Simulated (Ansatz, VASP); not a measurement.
Two plane-wave programs on NaI

Contents of POSCAR:

```
NaI
1.0
    0.0000000000      3.5265386331      3.5747106003
    3.5265386331      0.0000000000      3.5747106003
    3.5265386331      3.5265386331      0.0000000000
Na I
1 1
Direct
    0.0000000000      0.0000000000      0.0000000000
    0.2500000000      0.2500000000      0.2500000000
```

File INCAR.step1:

```
SYSTEM = NaI
ALGO = Normal
EDIFF = 1E-4
ENCUT = 520
GGA = PE
ISMEAR = 0
LASPH = .True.
LCHARG = .False.
LREAL = .False.
LWAVE = .True.
NBANDS = 14
NELM = 80
PREC = Accurate
SIGMA = 0.01
```

File INCAR.step2:

```
SYSTEM = NaI
ALGO = Normal
EDIFF = 1E-6
ENCUT = 520
ISIF = 2
ISMEAR = 0
ISTART = 1
LASPH = .True.
LCHARG = .False.
LMIXTAU = .True.
LREAL = .False.
LWAVE = .False.
METAGGA = R2SCAN
NBANDS = 14
NELM = 80
PREC = Accurate
SIGMA = 0.01
```

Contents of KPOINTS:

```
k-points
0
Gamma
  6 6 6
  0 0 0
```

Input for Ansatz:

```yaml
crystal:
  lattice:
    - [0.0, 3.5265386331, 3.5747106003]
    - [3.5265386331, 0.0, 3.5747106003]
    - [3.5265386331, 3.5265386331, 0.0]
  atoms:
    - { symbol: Na, position: [0.0, 0.0, 0.0] }
    - { symbol: I, position: [0.25, 0.25, 0.25] }
kpoints:
  mp_grid: { grid: [6, 6, 6] }
  band_path:
    path:
      - [0.0, 0.0, 0.0]
      - [-0.5, -0.5, 0.0]
      - [-0.375, -0.375, 0.25]
      - [-0.375, 0.0, 0.375]
      - [0.0, 0.0, 0.5]
      - [-0.5, -0.25, 0.25]
    npoints: 1
hamiltonian:
  xc: r2scan
scf:
  occupations: { method: fixed }
  n_extra_bands: 4
output:
  forces: true
  stress: true
  eigenvalues: true
```

Change from the starting cell: epitaxial_xy strain -0.5%.

Alike in both runs: task single point; functional r2SCAN; k mesh 6 × 6 × 6; no spin polarisation.

|  | VASP | Ansatz |
| --- | --- | --- |
| version | VASP 6.6.1 | Ansatz 0.2.0 |
| potentials or method | VASP PAW PBE potentials, release 64 (Na_pv, I) | plane waves, PAW |
| plane-wave cutoff (eV) | 520 | 500 |
| occupations | gaussian, width 0.01 eV | fixed |
| valence electrons in the cell | 14 | 26 |

|  | VASP | Ansatz | Ansatz less VASP |
| --- | --- | --- | --- |
| gap on the k mesh at the Fermi level (eV) | 4.42 | 4.41 | -0.005 |
| pressure (GPa) | -0.1 | 0.0 | +0.07 |

VASP's potentials were made for PBE, not for r2SCAN. VASP's potentials hold 14 valence electrons a cell and Ansatz's 26, so a difference there can come from the potentials and not from the codes.

Spin-orbit coupling is off throughout.
